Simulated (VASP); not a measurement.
# CaSc2 (P4_2/mnm) in VASP: single point with PBE

Aim: the single point of CaSc2 with PBE.

Everything below comes from runs of VASP 6.6.1. Logs are shortened: lines on timing, memory, paths and dates and some standing lists are left out, and cuts for length are marked.

**1. The cell of the first run**

Symmetry: P4_2/mnm, No. 136, tetragonal system. Conventional cell: a = 8.151 Å, b = 8.151 Å, c = 3.197 Å, α = 90.00°, β = 90.00°, γ = 90.00°. Within 3.9 Å of Ca (site symmetry mmm) lie 6 Sc at 2.93 to 3.26 Å and 2 Ca at 3.20 Å. Sc (site symmetry m2m) has 3 Ca at 2.93 to 3.26 Å and 2 Sc at 3.20 Å within 3.9 Å.

**2. Single point, PBE**

The input, INCAR:

```
  PREC = Accurate
  ENCUT = 520
  EDIFF = 1E-6
  ISMEAR = 0
  SIGMA = 0.1
  LREAL = F
  LASPH = T
  NELM = 60
  ALGO = Fast
  ISIF = 2
  LWAVE = F
  LCHARG = T
  GGA = PE
  LELF = T
  LVHAR = T
  NBANDS = 41
```

The input, KPOINTS:

```
Automatic mesh
0
Gamma
  4 4 4
```

The input, POSCAR:

```
CaSc2
1.0
    8.1510921089      0.0000000000      0.0000000000
    0.0000000000      8.1510921089      0.0000000000
    0.0000000000      0.0000000000      3.1968524995
Ca Sc
2 4
Direct
    0.0000000000      0.0000000000      0.0000000000
    0.5000000000      0.5000000000      0.5000000000
    0.2538397133      0.2538397133      0.0000000000
    0.2461602867      0.7538397133      0.5000000000
    0.7461602867      0.7461602867      0.0000000000
    0.7538397133      0.2461602867      0.5000000000
```

Potentials or basis: VASP PAW PBE potentials, release 64 (Ca_sv, Sc_sv).

Launch:

```sh
$ cat potpaw_PBE.64/Ca_sv/POTCAR potpaw_PBE.64/Sc_sv/POTCAR > POTCAR
$ mpirun -np 1 vasp_std > vasp.out
```

OUTCAR:

```text
PREC = Accurate
   ENCUT = 520
   EDIFF = 1E-6
   ISMEAR = 0
   LREAL = F
   LASPH = T
   NELM = 60
   ISIF = 2
   GGA = PE

 ion  position               nearest neighbor table
   1  0.000  0.000  0.000-   3 2.93   5 2.93   4 3.26   6 3.26   4 3.26   6 3.26
   2  0.500  0.500  0.500-   4 2.93   6 2.93   5 3.26   3 3.26   3 3.26   5 3.26
   3  0.254  0.254  0.000-   1 2.93   2 3.26   2 3.26
   4  0.246  0.754  0.500-   2 2.93   1 3.26   1 3.26
   5  0.746  0.746  0.000-   1 2.93   2 3.26   2 3.26
   6  0.754  0.246  0.500-   2 2.93   1 3.26   1 3.26

  LATTYP: Found a simple tetragonal cell.
 ALAT       =     8.1510921089
 C/A-ratio  =     0.3921992853

  Lattice vectors:

 A1 = (   8.1510921089,   0.0000000000,   0.0000000000)
 A2 = (   0.0000000000,   8.1510921089,   0.0000000000)
 A3 = (   0.0000000000,   0.0000000000,   3.1968524995)

Analysis of symmetry for initial positions (statically):
=====================================================================
 Subroutine PRICEL returns:
 Original cell was already a primitive cell.

 Routine SETGRP: Setting up the symmetry group for a
 simple tetragonal supercell.

 Subroutine GETGRP returns: Found 16 space group operations
 (whereof  8 operations were pure point group operations)
 out of a pool of 16 trial point group operations.

The static configuration has the point symmetry D_2h.
 The point group associated with its full space group is D_4h.

Analysis of symmetry for dynamics (positions and initial velocities):
=====================================================================
 Subroutine PRICEL returns:
 Original cell was already a primitive cell.

 Routine SETGRP: Setting up the symmetry group for a
 simple tetragonal supercell.

 Subroutine GETGRP returns: Found 16 space group operations
 (whereof  8 operations were pure point group operations)
 out of a pool of 16 trial point group operations.

The dynamic configuration has the point symmetry D_2h.
 The point group associated with its full space group is D_4h.

 Subroutine INISYM returns: Found 16 space group operations
 (whereof  8 operations are pure point group operations),
 and found     1 'primitive' translations

----------------------------------------------------------------------------------------

                                     Primitive cell

  volume of cell :     212.3998

  direct lattice vectors                    reciprocal lattice vectors
     8.151092109  0.000000000  0.000000000     0.122682947  0.000000000  0.000000000
     0.000000000  8.151092109  0.000000000     0.000000000  0.122682947  0.000000000
     0.000000000  0.000000000  3.196852499     0.000000000  0.000000000  0.312807676

  length of vectors
     8.151092109  8.151092109  3.196852499     0.122682947  0.122682947  0.312807676

  position of ions in fractional coordinates (direct lattice)
     0.000000000  0.000000000  0.000000000
     0.500000000  0.500000000  0.500000000
     0.253839713  0.253839713  0.000000000
     0.246160287  0.753839713  0.500000000
     0.746160287  0.746160287  0.000000000
     0.753839713  0.246160287  0.500000000

  ion indices of the primitive-cell ions
   primitive index   ion index
                 1           1
                 2           2
                 3           3
                 4           4
                 5           5
                 6           6

----------------------------------------------------------------------------------------

 KPOINTS: Automatic mesh

Automatic generation of k-mesh.
 Grid dimensions read from file:
 generate k-points for:    4    4    4

 Generating k-lattice:

  Cartesian coordinates                     Fractional coordinates (reciprocal lattice)
     0.030670737  0.000000000  0.000000000     0.250000000  0.000000000  0.000000000
     0.000000000  0.030670737  0.000000000     0.000000000  0.250000000  0.000000000
     0.000000000  0.000000000  0.078201919     0.000000000  0.000000000  0.250000000

  Length of vectors
     0.030670737  0.030670737  0.078201919

  Shift w.r.t. Gamma in fractional coordinates (k-lattice)
     0.000000000  0.000000000  0.000000000

 Subroutine IBZKPT returns following result:
 ===========================================

 Found     18 irreducible k-points:

 Following reciprocal coordinates:
            Coordinates               Weight
  0.000000  0.000000  0.000000      1.000000
  0.250000  0.000000  0.000000      4.000000
  0.500000  0.000000  0.000000      2.000000
  0.250000  0.250000  0.000000      4.000000
  0.500000  0.250000  0.000000      4.000000
  0.500000  0.500000  0.000000      1.000000
[... 10 lines left out ...]
  0.500000  0.250000  0.500000      4.000000
  0.500000  0.500000  0.500000      1.000000
   k-points           NKPTS =     18   k-points in BZ     NKDIM =     18   number of bands    NBANDS=     41
   number of dos      NEDOS =    301   number of ions     NIONS =      6
   total plane-waves  NPLWV =  98304
   dimension x,y,z NGX =    64 NGY =   64 NGZ =   24
   dimension x,y,z NGXF=   128 NGYF=  128 NGZF=   48
   ions per type =               2   4
   NGX,Y,Z   is equivalent  to a cutoff of  13.05, 13.05, 12.48 a.u.
   NGXF,Y,Z  is equivalent  to a cutoff of  26.11, 26.11, 24.96 a.u.
 SYSTEM =  unknown system
   PREC   = accura    normal or accurate (medium, high low for compatibility)
   ISTART =      0    job   : 0-new  1-cont  2-samecut
   ICHARG =      2    charge: 1-file 2-atom 10-const
   ISPIN  =      1    spin polarized calculation?
   LNONCOLLINEAR =      F non collinear calculations
   LSORBIT =      F    spin-orbit coupling
   LASPH  =      T    aspherical Exc in radial PAW
   ENCUT  =  520.0 eV  38.22 Ry    6.18 a.u.  15.16 15.16  5.94*2*pi/ulx,y,z
   NELM   =     60;   NELMIN=  2; NELMDL= -5     # of ELM steps
   EDIFF  = 0.1E-05   stopping-criterion for ELM
   LREAL  =      F    real-space projection
   EDIFFG = 0.1E-04   stopping-criterion for IOM
   NSW    =      0    number of steps for IOM
   IBRION =     -1    ionic relax: 0-MD 1-quasi-New 2-CG
   NFREE  =      0    steps in history (QN), initial steepest desc. (CG)
   ISIF   =      2    stress and relaxation
   ISYM   =      2    0-nonsym 1-usesym 2-fastsym
   POTIM  = 0.5000    time-step for ionic-motion
   TEBEG  =    0.0;   TEEND  =   0.0 temperature during run
   PSTRESS=    0.0 pullay stress
   NELECT =      64.0000    total number of electrons
   NUPDOWN=      -1.0000    fix difference up-down
   EMIN   =  10.00;   EMAX   =-10.00  energy-range for DOS
   EFERMI =   0.00;   METHOD = LEGACY
   ISMEAR =     0;   SIGMA  =   0.10  broadening in eV -4-tet -1-fermi 0-gaus
   EFERMI_NEDOS =   21; number of points for ismear=-14 and -15
   IALGO  =     68    algorithm
   IMIX   =      4    mixing-type and parameters
     AMIX     =   0.40;   BMIX     =  1.00
     AMIX_MAG =   1.60;   BMIX_MAG =  1.00
  volume/ion in A,a.u.               =      35.40       238.89
  Fermi-wavevector in a.u.,A,eV,Ry     =   1.097531  2.074033 16.389225  1.204574
  Thomas-Fermi vector in A             =   2.233893
   LORBIT       =      0    0 simple, 1 ext, 2 COOP (PROOUT), +10 PAW based schemes
   GGA     = PE    functional components
   LHFCALC =     F    Hartree Fock is set to
   AEXX    =    0.0000 exact exchange contribution
   IVDW    =     0    specifies the selected vdW correction
   LEPSILON=     F    determine dielectric tensor
   LRPA    =     F    only Hartree local field effects (RPA)
 non-spin polarized calculation
 RMM-DIIS sequential band-by-band and
 Gauss-broadening in eV      SIGMA  =   0.10
  energy-cutoff  :      520.00
  volume of cell :      212.40
 maximum number of plane-waves:      5784
 NGX is ok and might be reduce to    64
   NGX = 31   NGY = 31   NGZ = 11

 number of electron      64.0000006 magnetization

 Free energy of the ion-electron system (eV)
  ---------------------------------------------------
  ext. energy  EPLUGINS =         0.00000000
  ---------------------------------------------------
  free energy    TOTEN  =       -22.37094841 eV

  energy without entropy =      -22.30085415  energy(sigma->0) =      -22.33590128

 E-fermi :   1.8634     XC(G=0):  -8.2467

 val. band max:        1.8601033211   @ k =   0.5000   0.2500   0.5000
 cond. band min:       1.8891730429   @ k =   0.5000   0.5000   0.0000
 fundamental gap:      0.0290697218
 Fermi energy:         1.8634018416

 k-point     1 :       0.0000    0.0000    0.0000
  band No.  band energies     occupation
      1     -48.3994      2.00000
      2     -48.3987      2.00000
      3     -48.3987      2.00000
      4     -48.3981      2.00000
      5     -38.8478      2.00000
      6     -38.8465      2.00000
[... 33 lines left out ...]
     40       3.6594      0.00000
     41       4.3233      0.00000

 k-point     2 :       0.2500    0.0000    0.0000
  band No.  band energies     occupation
      1     -48.3993      2.00000
      2     -48.3988      2.00000
      3     -48.3986      2.00000
      4     -48.3982      2.00000
      5     -38.8476      2.00000
      6     -38.8467      2.00000
[... 33 lines left out ...]
     40       3.9279      0.00000
     41       3.9992      0.00000

 k-point     3 :       0.5000    0.0000    0.0000
  band No.  band energies     occupation
      1     -48.3991      2.00000
      2     -48.3991      2.00000
      3     -48.3984      2.00000
      4     -48.3984      2.00000
      5     -38.8471      2.00000
      6     -38.8471      2.00000
[... 33 lines left out ...]
     40       2.7882      0.00000
     41       4.0066      0.00000

 k-point     4 :       0.2500    0.2500    0.0000
  band No.  band energies     occupation
      1     -48.3992      2.00000
      2     -48.3987      2.00000
      3     -48.3987      2.00000
      4     -48.3983      2.00000
      5     -38.8475      2.00000
      6     -38.8468      2.00000
[... 561 lines left out ...]
     40       3.2380      0.00000
     41       3.9048      0.00000

 k-point    17 :       0.5000    0.2500    0.5000
  band No.  band energies     occupation
      1     -48.3742      2.00000
      2     -48.3742      2.00000
      3     -48.3742      2.00000
      4     -48.3742      2.00000
      5     -38.7898      2.00000
      6     -38.7898      2.00000
[... 33 lines left out ...]
     40       2.9842      0.00000
     41       3.4372      0.00000

 k-point    18 :       0.5000    0.5000    0.5000
  band No.  band energies     occupation
      1     -48.3742      2.00000
      2     -48.3742      2.00000
      3     -48.3742      2.00000
      4     -48.3742      2.00000
      5     -38.7898      2.00000
      6     -38.7898      2.00000
[... 33 lines left out ...]
     40       2.6186      0.00000
     41       3.4568      0.00000

------------------------ aborting loop because EDIFF is reached ----------------------------------------

  FORCE on cell =-STRESS in cart. coord.  units (eV):
  Direction    XX          YY          ZZ          XY          YZ          ZX
  --------------------------------------------------------------------------------------
  -------------------------------------------------------------------------------------
  Total        0.1521933      0.1521933      0.2163479     -0.0000000      0.0000000      0.0000000
  in kB        1.1480265      1.1480265      1.6319583     -0.0000000      0.0000000      0.0000000
  external PRESSURE =       1.3093371 kB  Pullay stress =       0.0000000 kB

 VOLUME and BASIS-vectors are now :
 -----------------------------------------------------------------------------
  energy-cutoff  :      520.00
  volume of cell :      212.40
      direct lattice vectors                 reciprocal lattice vectors
     8.151092109  0.000000000  0.000000000     0.122682947  0.000000000  0.000000000
     0.000000000  8.151092109  0.000000000     0.000000000  0.122682947  0.000000000
     0.000000000  0.000000000  3.196852499     0.000000000  0.000000000  0.312807676

 POSITION                                       TOTAL-FORCE (eV/Angst)
 -----------------------------------------------------------------------------------
      0.00000      0.00000      0.00000         0.000000      0.000000      0.000000
      4.07555      4.07555      1.59843         0.000000      0.000000      0.000000
      2.06907      2.06907      0.00000        -0.000758     -0.000758      0.000000
      2.00648      6.14462      1.59843         0.000758     -0.000758      0.000000
      6.08202      6.08202      0.00000         0.000758      0.000758     -0.000000
      6.14462      2.00648      1.59843        -0.000758      0.000758     -0.000000
 -----------------------------------------------------------------------------------
    total drift:                                0.000000      0.000000      0.000000

  FREE ENERGIE OF THE ION-ELECTRON SYSTEM (eV)
  ---------------------------------------------------
  free  energy   TOTEN  =       -22.3709484090 eV

  energy  without entropy=      -22.3008541453  energy(sigma->0) =      -22.33590128
```

Wall time 12 min (1 thread of Intel Xeon Platinum 8259CL at 2.50GHz (Skylake/Cascade Lake), shared host); peak memory 0.38 GiB.

What came out:

| Quantity | Value |
| --- | --- |
| Free energy | -22.3709 eV |
| Pressure | 0.1 GPa |
| Band gap on the k mesh | zero (bands 32 and 33 overlap by 0.04 eV) |

Caveat: the k points lie up to 0.49 Å⁻¹ apart.

The gap in the log of VASP goes by the Fermi energy; the results here count the filled bands.